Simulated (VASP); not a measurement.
HfO2: single point with PBEsol+D3(BJ)

The system is HfO2.

```
Hf O
1.0
     0.00000    2.54034    2.54034
     2.54034    0.00000    2.54034
     2.54034    2.54034    0.00000
Hf O
1 2
Direct
  0.00000 0.00000 0.00000
  0.75000 0.75000 0.75000
  0.25000 0.25000 0.25000
```

This cell differs from its parent crystal: volume scaled by 0.98.

- Program: VASP 6.6.1
- Task: single point
- Functional: PBEsol
- Dispersion: D3(BJ)
- Potentials or basis: VASP PAW PBE potentials, release 64 (Hf_pv, O)
- Cutoff: 520 eV
- k mesh: 9 × 9 × 9
- Occupations: fermi-dirac, width 0.05 eV
- Spin: collinear spin, zero start
- Starting moments: [0.0, 0.0, 0.0] μB
- Fixed moment: 0 μB

```
Pressure                                              : -12.4 GPa
Net moment                                            : 0.00 μB per cell
Valence electrons inside the program's atomic spheres : Hf 8.24; O 5.08
Dispersion energy per atom                            : -0.225 eV
```

It took 2.2 min on 1 thread of Intel Xeon 8259CL, on a shared host, peak memory 0.21 GiB.

Caveat: three body term missing; the PAW data sets were made with another functional, which shifts forces and pressure a little; the total moment is fixed, so each spin has its own Fermi level.
